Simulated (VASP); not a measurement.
# Ga2F (P6/mmm) in VASP: notebook

Runs on Ga2F. Level: PBE. Tasks: single point.

All numbers are computed with VASP 6.6.1; they aren't measurements. Logs are shortened: lines on timing, memory, paths and dates and some standing lists are left out, and cuts for length are marked.

## (1) The cell of the first run

It takes space group P6/mmm (No. 191, hexagonal). Conventional cell: a = 4.564 Å, b = 4.564 Å, c = 2.765 Å, α = 90.00°, β = 90.00°, γ = 120.00°. Within 3.5 Å of Ga (site symmetry -6m2) lie 5 Ga at 2.63 to 2.77 Å and 6 F at 2.98 Å. Within 3.6 Å of F (site symmetry 6/mmm) lie 2 F at 2.77 Å and 12 Ga at 2.98 Å.

## (2) Single point, PBE

Input file INCAR:

```
SYSTEM = Ga2F
PREC = Accurate
ENCUT = 520
EDIFF = 1E-7
ISMEAR = 0
SIGMA = 0.1
LREAL = .FALSE.
LASPH = .TRUE.
NELM = 80
ALGO = Normal
ISIF = 2
LWAVE = .FALSE.
LCHARG = .FALSE.
GGA = PE
NBANDS = 24
```

Input file KPOINTS:

```
regular mesh
0
G
  6 6 4
  0 0 0
```

Input file POSCAR:

```
Ga2F
1.0
    4.5635750583      0.0000000000      0.0000000000
   -2.2817875291      3.9521719326      0.0000000000
    0.0000000000      0.0000000000      2.7654155161
Ga F
2 1
Direct
    0.3333333333      0.6666666667      0.5000000000
    0.6666666667      0.3333333333      0.5000000000
    0.0000000000      0.0000000000      0.0000000000
```

Potentials or basis: VASP PAW PBE potentials, release 64 (Ga_d, F).

The run is started by

```
$ cat potpaw_PBE.64/Ga_d/POTCAR potpaw_PBE.64/F/POTCAR > POTCAR
$ mpirun -np 1 vasp_std > vasp.out
```

OUTCAR:

```text
SYSTEM = Ga2F
   PREC = Accurate
   ENCUT = 520
   EDIFF = 1E-7
   ISMEAR = 0
   LREAL = .FALSE.
   LASPH = .TRUE.
   NELM = 80
   ISIF = 2
   GGA = PE

 ion  position               nearest neighbor table
   1  0.333  0.667  0.500-   2 2.63   2 2.63   2 2.63
   2  0.667  0.333  0.500-   1 2.63   1 2.63   1 2.63
   3  0.000  0.000  0.000-

  LATTYP: Found a hexagonal cell.
 ALAT       =     4.5635750583
 C/A-ratio  =     0.6059756837

  Lattice vectors:

 A1 = (   4.5635750583,   0.0000000000,   0.0000000000)
 A2 = (  -2.2817875291,   3.9521719326,   0.0000000000)
 A3 = (   0.0000000000,   0.0000000000,   2.7654155161)

Analysis of symmetry for initial positions (statically):
=====================================================================
 Subroutine PRICEL returns:
 Original cell was already a primitive cell.

 Routine SETGRP: Setting up the symmetry group for a
 hexagonal supercell.

 Subroutine GETGRP returns: Found 24 space group operations
 (whereof 24 operations were pure point group operations)
 out of a pool of 24 trial point group operations.

The static configuration has the point symmetry D_6h.

Analysis of symmetry for dynamics (positions and initial velocities):
=====================================================================
 Subroutine PRICEL returns:
 Original cell was already a primitive cell.

 Routine SETGRP: Setting up the symmetry group for a
 hexagonal supercell.

 Subroutine GETGRP returns: Found 24 space group operations
 (whereof 24 operations were pure point group operations)
 out of a pool of 24 trial point group operations.

The dynamic configuration has the point symmetry D_6h.

 Subroutine INISYM returns: Found 24 space group operations
 (whereof 24 operations are pure point group operations),
 and found     1 'primitive' translations

----------------------------------------------------------------------------------------

                                     Primitive cell

  volume of cell :      49.8771

  direct lattice vectors                    reciprocal lattice vectors
     4.563575058  0.000000000  0.000000000     0.219126450  0.126512715  0.000000000
    -2.281787529  3.952171933  0.000000000     0.000000000  0.253025429  0.000000000
     0.000000000  0.000000000  2.765415516     0.000000000  0.000000000  0.361609311

  length of vectors
     4.563575058  4.563575058  2.765415516     0.253025429  0.253025429  0.361609311

  position of ions in fractional coordinates (direct lattice)
     0.333333333  0.666666667  0.500000000
     0.666666667  0.333333333  0.500000000
     0.000000000  0.000000000  0.000000000

  ion indices of the primitive-cell ions
   primitive index   ion index
                 1           1
                 2           2
                 3           3

----------------------------------------------------------------------------------------

 KPOINTS: regular mesh

Automatic generation of k-mesh.
 Grid dimensions read from file:
 generate k-points for:    6    6    4

 Generating k-lattice:

  Cartesian coordinates                     Fractional coordinates (reciprocal lattice)
     0.036521075  0.021085452  0.000000000     0.166666667  0.000000000  0.000000000
     0.000000000  0.042170905  0.000000000     0.000000000  0.166666667  0.000000000
     0.000000000  0.000000000  0.090402328     0.000000000  0.000000000  0.250000000

  Length of vectors
     0.042170905  0.042170905  0.090402328

  Shift w.r.t. Gamma in fractional coordinates (k-lattice)
     0.000000000  0.000000000  0.000000000

 Subroutine IBZKPT returns following result:
 ===========================================

 Found     21 irreducible k-points:

 Following reciprocal coordinates:
            Coordinates               Weight
  0.000000  0.000000  0.000000      1.000000
  0.166667  0.000000  0.000000      6.000000
  0.333333  0.000000  0.000000      6.000000
  0.500000  0.000000  0.000000      3.000000
  0.166667  0.166667  0.000000      6.000000
  0.333333  0.166667  0.000000     12.000000
[... 13 lines left out ...]
  0.333333  0.166667  0.500000     12.000000
  0.333333  0.333333  0.500000      2.000000
   k-points           NKPTS =     21   k-points in BZ     NKDIM =     21   number of bands    NBANDS=     24
   number of dos      NEDOS =    301   number of ions     NIONS =      3
   total plane-waves  NPLWV =  31104
   dimension x,y,z NGX =    36 NGY =   36 NGZ =   24
   dimension x,y,z NGXF=    72 NGYF=   72 NGZF=   48
   ions per type =               2   1
   NGX,Y,Z   is equivalent  to a cutoff of  13.11, 13.11, 14.43 a.u.
   NGXF,Y,Z  is equivalent  to a cutoff of  26.23, 26.23, 28.86 a.u.
 SYSTEM =  Ga2F
   PREC   = accura    normal or accurate (medium, high low for compatibility)
   ISTART =      0    job   : 0-new  1-cont  2-samecut
   ICHARG =      2    charge: 1-file 2-atom 10-const
   ISPIN  =      1    spin polarized calculation?
   LNONCOLLINEAR =      F non collinear calculations
   LSORBIT =      F    spin-orbit coupling
   LASPH  =      T    aspherical Exc in radial PAW
   ENCUT  =  520.0 eV  38.22 Ry    6.18 a.u.   8.49  8.49  5.14*2*pi/ulx,y,z
   NELM   =     80;   NELMIN=  2; NELMDL= -5     # of ELM steps
   EDIFF  = 0.1E-06   stopping-criterion for ELM
   LREAL  =      F    real-space projection
   EDIFFG = 0.1E-05   stopping-criterion for IOM
   NSW    =      0    number of steps for IOM
   IBRION =     -1    ionic relax: 0-MD 1-quasi-New 2-CG
   NFREE  =      0    steps in history (QN), initial steepest desc. (CG)
   ISIF   =      2    stress and relaxation
   ISYM   =      2    0-nonsym 1-usesym 2-fastsym
   POTIM  = 0.5000    time-step for ionic-motion
   TEBEG  =    0.0;   TEEND  =   0.0 temperature during run
   PSTRESS=    0.0 pullay stress
   NELECT =      33.0000    total number of electrons
   NUPDOWN=      -1.0000    fix difference up-down
   EMIN   =  10.00;   EMAX   =-10.00  energy-range for DOS
   EFERMI =   0.00;   METHOD = LEGACY
   ISMEAR =     0;   SIGMA  =   0.10  broadening in eV -4-tet -1-fermi 0-gaus
   EFERMI_NEDOS =   21; number of points for ismear=-14 and -15
   IALGO  =     38    algorithm
   IMIX   =      4    mixing-type and parameters
     AMIX     =   0.40;   BMIX     =  1.00
     AMIX_MAG =   1.60;   BMIX_MAG =  1.00
  volume/ion in A,a.u.               =      16.63       112.20
  Fermi-wavevector in a.u.,A,eV,Ry     =   1.426524  2.695739 27.687447  2.034970
  Thomas-Fermi vector in A             =   2.546792
   LORBIT       =      0    0 simple, 1 ext, 2 COOP (PROOUT), +10 PAW based schemes
   GGA     = PE    functional components
   LHFCALC =     F    Hartree Fock is set to
   AEXX    =    0.0000 exact exchange contribution
   IVDW    =     0    specifies the selected vdW correction
   LEPSILON=     F    determine dielectric tensor
   LRPA    =     F    only Hartree local field effects (RPA)
 non-spin polarized calculation
 Gauss-broadening in eV      SIGMA  =   0.10
  energy-cutoff  :      520.00
  volume of cell :       49.88
 maximum number of plane-waves:      1378
 NGX is ok and might be reduce to    36
   NGX = 17   NGY = 17   NGZ = 11

 number of electron      32.9999981 magnetization

 Free energy of the ion-electron system (eV)
  ---------------------------------------------------
  ext. energy  EPLUGINS =         0.00000000
  ---------------------------------------------------
  free energy    TOTEN  =        -9.54673731 eV

  energy without entropy =       -9.54033035  energy(sigma->0) =       -9.54353383

 E-fermi :   3.7330     XC(G=0): -10.4998

 val. band max:        3.7017238548   @ k =   0.3333   0.0000   0.0000
 cond. band min:       3.8357877225   @ k =   0.3333   0.1667   0.2500
 fundamental gap:      0.1340638678
 Fermi energy:         3.7330168969

 k-point     1 :       0.0000    0.0000    0.0000
  band No.  band energies     occupation
      1     -17.9460      2.00000
      2     -11.5513      2.00000
      3     -11.3717      2.00000
      4     -11.3643      2.00000
      5     -11.3643      2.00000
      6     -11.2280      2.00000
[... 16 lines left out ...]
     23      18.1260      0.00000
     24      18.6084      0.00000

 k-point     2 :       0.1667    0.0000    0.0000
  band No.  band energies     occupation
      1     -17.9408      2.00000
      2     -11.5461      2.00000
      3     -11.4202      2.00000
      4     -11.4002      2.00000
      5     -11.3465      2.00000
      6     -11.2190      2.00000
[... 16 lines left out ...]
     23      17.9000      0.00000
     24      18.4334      0.00000

 k-point     3 :       0.3333    0.0000    0.0000
  band No.  band energies     occupation
      1     -17.9301      2.00000
      2     -11.5314      2.00000
      3     -11.4712      2.00000
      4     -11.4456      2.00000
      5     -11.3464      2.00000
      6     -11.2243      2.00000
[... 16 lines left out ...]
     23      16.5813      0.00000
     24      17.0507      0.00000

 k-point     4 :       0.5000    0.0000    0.0000
  band No.  band energies     occupation
      1     -17.9248      2.00000
      2     -11.5096      2.00000
      3     -11.5050      2.00000
      4     -11.4629      2.00000
      5     -11.3481      2.00000
      6     -11.2268      2.00000
[... 16 lines left out ...]
     23      15.8136      0.00000
     24      15.9582      0.00000

 k-point     5 :       0.1667    0.1667    0.0000
  band No.  band energies     occupation
      1     -17.9328      2.00000
      2     -11.5364      2.00000
      3     -11.4524      2.00000
      4     -11.4475      2.00000
      5     -11.3320      2.00000
      6     -11.2242      2.00000
[... 370 lines left out ...]
 k-point    19 :       0.1667    0.1667    0.5000
  band No.  band energies     occupation
      1     -17.6516      2.00000
      2     -11.4265      2.00000
      3     -11.4149      2.00000
      4     -11.3817      2.00000
      5     -11.3753      2.00000
      6     -11.2861      2.00000
[... 16 lines left out ...]
     23      13.3582      0.00000
     24      13.6697      0.00000

 k-point    20 :       0.3333    0.1667    0.5000
  band No.  band energies     occupation
      1     -17.6491      2.00000
      2     -11.4656      2.00000
      3     -11.4213      2.00000
      4     -11.3832      2.00000
      5     -11.3558      2.00000
      6     -11.2964      2.00000
[... 16 lines left out ...]
     23      14.3384      0.00000
     24      16.0860      0.00000

 k-point    21 :       0.3333    0.3333    0.5000
  band No.  band energies     occupation
      1     -17.6483      2.00000
      2     -11.4856      2.00000
      3     -11.4208      2.00000
      4     -11.3399      2.00000
      5     -11.3399      2.00000
      6     -11.3206      2.00000
[... 16 lines left out ...]
     23      16.0826      0.00000
     24      16.0826      0.00000

------------------------ aborting loop because EDIFF is reached ----------------------------------------

  FORCE on cell =-STRESS in cart. coord.  units (eV):
  Direction    XX          YY          ZZ          XY          YZ          ZX
  --------------------------------------------------------------------------------------
  -------------------------------------------------------------------------------------
  Total        0.0123197      0.0123197     -0.0115207      0.0000000      0.0000000      0.0000000
  in kB        0.3957406      0.3957406     -0.3700731      0.0000000      0.0000000      0.0000000
  external PRESSURE =       0.1404694 kB  Pullay stress =       0.0000000 kB

 VOLUME and BASIS-vectors are now :
 -----------------------------------------------------------------------------
  energy-cutoff  :      520.00
  volume of cell :       49.88
      direct lattice vectors                 reciprocal lattice vectors
     4.563575058  0.000000000  0.000000000     0.219126450  0.126512715  0.000000000
    -2.281787529  3.952171933  0.000000000     0.000000000  0.253025429  0.000000000
     0.000000000  0.000000000  2.765415516     0.000000000  0.000000000  0.361609311

 POSITION                                       TOTAL-FORCE (eV/Angst)
 -----------------------------------------------------------------------------------
     -0.00000      2.63478      1.38271         0.000000      0.000000      0.000000
      2.28179      1.31739      1.38271         0.000000     -0.000000     -0.000000
      0.00000      0.00000      0.00000        -0.000000      0.000000     -0.000000
 -----------------------------------------------------------------------------------
    total drift:                                0.000000      0.000000     -0.000000

  FREE ENERGIE OF THE ION-ELECTRON SYSTEM (eV)
  ---------------------------------------------------
  free  energy   TOTEN  =        -9.5467373064 eV

  energy  without entropy=       -9.5403303466  energy(sigma->0) =       -9.54353383
```

It took 11 s on 1 thread of Intel Xeon 6975P-C (Granite Rapids), shared host; peak memory 0.18 GiB.

What came out:

| Quantity | Value |
| --- | --- |
| Free energy | -9.5467 eV |
| Pressure | 0.0 GPa |
| Band gap on the k mesh | zero (an odd number of electrons rules out a gap without spin polarisation) |

Caveat: the k points lie up to 0.57 Å⁻¹ apart, too coarse for converged energies and pressures of a metal.

## (3) Single point, PBE

This run uses another cell than the first one, of 14.30 Å³/atom.

Edit INCAR of step 2 so:

```diff
@@ -8,3 +8,3 @@
 LASPH = .TRUE.
-NELM = 80
+NELM = 100
 ALGO = Normal
```

Input file KPOINTS:

```
regular mesh
0
G
  6 6 6
  0 0 0
```

Input file POSCAR:

```
Ga2F
1.0
    3.5800885590      0.0000000000      0.0000000000
   -1.7900442795      3.1004476399      0.0000000000
    0.0000000000      0.0000000000      3.8655441251
Ga F
2 1
Direct
    0.3333333333      0.6666666667      0.5000000000
    0.6666666667      0.3333333333      0.5000000000
    0.0000000000      0.0000000000      0.0000000000
```

Potentials or basis: VASP PAW PBE potentials, release 64 (Ga_d, F).

The run is started by

```
$ cat potpaw_PBE.64/Ga_d/POTCAR potpaw_PBE.64/F/POTCAR > POTCAR
$ mpirun -np 1 vasp_std > vasp.out
```

OUTCAR:

```text
SYSTEM = Ga2F
   PREC = Accurate
   ENCUT = 520
   EDIFF = 1E-7
   ISMEAR = 0
   LREAL = .FALSE.
   LASPH = .TRUE.
   NELM = 100
   ISIF = 2
   GGA = PE

 ion  position               nearest neighbor table
   1  0.333  0.667  0.500-   2 2.07   2 2.07   2 2.07
   2  0.667  0.333  0.500-   1 2.07   1 2.07   1 2.07
   3  0.000  0.000  0.000-

  LATTYP: Found a hexagonal cell.
 ALAT       =     3.5800885590
 C/A-ratio  =     1.0797342193

  Lattice vectors:

[... 839 lines left out ...]

  FORCE on cell =-STRESS in cart. coord.  units (eV):
  Direction    XX          YY          ZZ          XY          YZ          ZX
  --------------------------------------------------------------------------------------
  -------------------------------------------------------------------------------------
  Total       17.4502812     17.4502812      1.5102911      0.0000000      0.0000000      0.0000000
  in kB      651.6046968    651.6046968     56.3952369      0.0000000      0.0000000      0.0000000
  external PRESSURE =     453.2015435 kB  Pullay stress =       0.0000000 kB

 VOLUME and BASIS-vectors are now :
 -----------------------------------------------------------------------------
  energy-cutoff  :      520.00
  volume of cell :       42.91
      direct lattice vectors                 reciprocal lattice vectors
     3.580088559  0.000000000  0.000000000     0.279322699  0.161267036  0.000000000
    -1.790044280  3.100447640  0.000000000     0.000000000  0.322534071  0.000000000
     0.000000000  0.000000000  3.865544125     0.000000000  0.000000000  0.258695792

 POSITION                                       TOTAL-FORCE (eV/Angst)
 -----------------------------------------------------------------------------------
     -0.00000      2.06697      1.93277        -0.000000      0.000000      0.000000
      1.79004      1.03348      1.93277         0.000000      0.000000      0.000000
      0.00000      0.00000      0.00000        -0.000000     -0.000000      0.000000
 -----------------------------------------------------------------------------------
    total drift:                               -0.000000      0.000000     -0.000000

  FREE ENERGIE OF THE ION-ELECTRON SYSTEM (eV)
  ---------------------------------------------------
  free  energy   TOTEN  =        -6.3552825417 eV

  energy  without entropy=       -6.3458538504  energy(sigma->0) =       -6.35056820
```

Wall time 13 s (1 thread of Intel Xeon 6975P-C (Granite Rapids), shared host); peak memory 0.17 GiB.

Results:

| Item | Value |
| --- | --- |
| Free energy | -6.3553 eV |
| Pressure | 45.3 GPa |
| Band gap on the k mesh | zero (an odd number of electrons rules out a gap without spin polarisation) |

Stress tensor (GPa, compression positive):
```
65.16  0.00  0.00
 0.00 65.16  0.00
 0.00  0.00  5.64
```

Levels at points of the mesh, in eV from the Fermi level:
```csv
k point,band 13,band 14,band 15,band 16,band 17,band 18,band 19,band 20
"(0.00, 0.00, 0.00)",-4.99,-4.01,-4.01,1.74,2.32,2.32,5.91,6.46
"(0.50, 0.00, 0.00)",-5.98,-4.53,-4.26,-3.17,0.46,2.61,4.48,6.18
"(0.00, 0.00, 0.50)",-3.93,-3.93,-3.16,-2.36,2.74,2.74,7.33,7.33
"(0.50, 0.00, 0.50)",-7.01,-5.39,-4.09,-2.57,-0.21,2.12,2.52,6.08
```

Caveat: the stress differs along the axes, from 6 to 65 GPa.

The gap in the log of VASP goes by the Fermi energy; the results here count the filled bands.